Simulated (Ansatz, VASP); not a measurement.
**One calculation of C, two programs**

Contents of INCAR:

```
SYSTEM = C
PREC = Accurate
ENCUT = 520
EDIFF = 1E-6
ISMEAR = 0
SIGMA = 0.05
LREAL = .FALSE.
LASPH = .TRUE.
NELM = 100
ALGO = Normal
ISIF = 2
LWAVE = .FALSE.
LCHARG = .FALSE.
GGA = PE
NBANDS = 11
```

KPOINTS

```
regular mesh
0
G
  12 12 12
  0 0 0
```

File POSCAR:

```
C
1.0
    0.0000000000      2.0023764553      1.7545907401
    1.6005617820      0.0000000000      1.7545907401
    1.6005617820      2.0023764553      0.0000000000
C
2
Direct
    0.5000000000      0.5000000000      0.5000000000
    0.7500000000      0.7500000000      0.7500000000
```

Input for Ansatz:

```yaml
crystal:
  lattice:
    - [0.0, 2.0023764553, 1.7545907401]
    - [1.600561782, 0.0, 1.7545907401]
    - [1.600561782, 2.0023764553, 0.0]
  atoms:
    - { symbol: C, position: [0.5, 0.5, 0.5] }
    - { symbol: C, position: [0.75, 0.75, 0.75] }
basis:
  ecutwfc: 520.0
kpoints:
  mp_grid: { grid: [12, 12, 12] }
hamiltonian:
  xc: pbe
  pseudopotentials: { kind: paw, azcp: { folder: soft_1 } }
scf:
  occupations: { method: gaussian, width: 0.05 }
output:
  forces: true
  stress: true
  eigenvalues: true
```

Change from the starting cell: strain +e along x and -e along y -0.1125, strain +e along z and -e/2 along x and y -0.0175.

Alike in both runs: task single point; functional PBE; k mesh 12 × 12 × 12; occupations gaussian, width 0.05 eV; no spin polarisation.

|  | VASP | Ansatz |
| --- | --- | --- |
| version | VASP 6.6.1 | Ansatz 0.2.0 |
| potentials or method | VASP PAW PBE potentials, release 64 (C), cutoff 520 eV | scalar-relativistic, plane waves, PAW |
| valence electrons in the cell | 8 | 8 |

Ansatz gave:

- gap on the k mesh at the Fermi level (eV): 0.36
- least direct gap on the mesh (eV): 3.19
- pressure (GPa): 6.8
- traceless stress, the component that is largest in VASP (GPa): -125.92

Question: Estimate VASP's values.

Answer: gap on the k mesh at the Fermi level (eV): 0.35; least direct gap on the mesh (eV): 3.18; pressure (GPa): 7.4; traceless stress, the component that is largest in VASP (GPa): -125.91.

With one functional, cell and mesh, what is left measures potentials, basis and numerics.
